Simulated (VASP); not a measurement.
Runs of VASP 6.6.1 on Sb. The structure is that of space group Fd-3m (No. 227), or close to it. The cells are those of the table. 

```csv
task,cell,cutoff (eV),gap on the mesh (eV),pressure (GPa)
relaxation of cell and atoms,"relaxed from a = 4.808 Å, angles 60.0°, 2 atoms",600,none,0.0
single point,"a = 4.873 Å, angles 60.0°, 2 atoms",520,none,0.6
single point,"a = 4.922 Å, angles 60.0°, 2 atoms",520,none,(a)
relaxation of cell and atoms,"relaxed from a = 4.898 Å, angles 60.0°, 2 atoms",600,none,0.0
single point,"a = 4.898 Å, angles 60.0°, 2 atoms",520,none,0.0
```

Alike in all rows: level r2SCAN; potentials or basis VASP PAW PBE potentials, release 64 (Sb); no spin polarisation; k mesh 5 × 5 × 5; smearing gaussian 0.05 eV.

Fill in the values left out.

(a) -0.5.

Caveats: the PAW data sets were made with another functional, which shifts forces and pressure a little; spin-orbit coupling is left out, which moves the levels of the heavy elements; the relaxation stopped at its first step, so nothing moved (some runs).

A k mesh can miss the band edges, and the runs leave out spin-orbit coupling on Sb.

A gap of «none» marks levels without a gap at the run's occupations.
